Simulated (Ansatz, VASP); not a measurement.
## Sn in VASP and in Ansatz

```
Sn
1.0
    -2.02919    2.02919    1.59433
     2.02919   -2.02919    1.59433
     2.02919    2.02919   -1.59433
Sn
1
Direct
  0.00000 0.00000 0.00000
```

Alike in both runs: functional PBEsol; k mesh 9 × 9 × 9; occupations fermi-dirac, width 0.05 eV; no spin polarisation.

|  | VASP | Ansatz |
| --- | --- | --- |
| version | VASP 6.6.1 | Ansatz 0.2.0 |
| potentials or method | VASP PAW PBE potentials, release 64 (Sn_d) | Ansatz PAW |
| plane-wave cutoff (eV) | 520 | 420 |
| valence electrons in the cell | 14 | 14 |
| task | single point | band structure |

VASP gave:

| Quantity | Value |
| --- | --- |
| gap on the k mesh at the Fermi level (eV) | none |
| pressure (GPa) | 0.7 |
| traceless stress, the component that is largest in VASP (GPa) | 1.51 |

**Question.** Which values does Ansatz return?

**Answer.** gap on the k mesh at the Fermi level (eV): none; pressure (GPa): 0.8; traceless stress, the component that is largest in VASP (GPa): 1.52.

VASP's potentials were made for PBE, not for PBEsol. A gap of «none» marks a metal or a gap that the smearing closes.
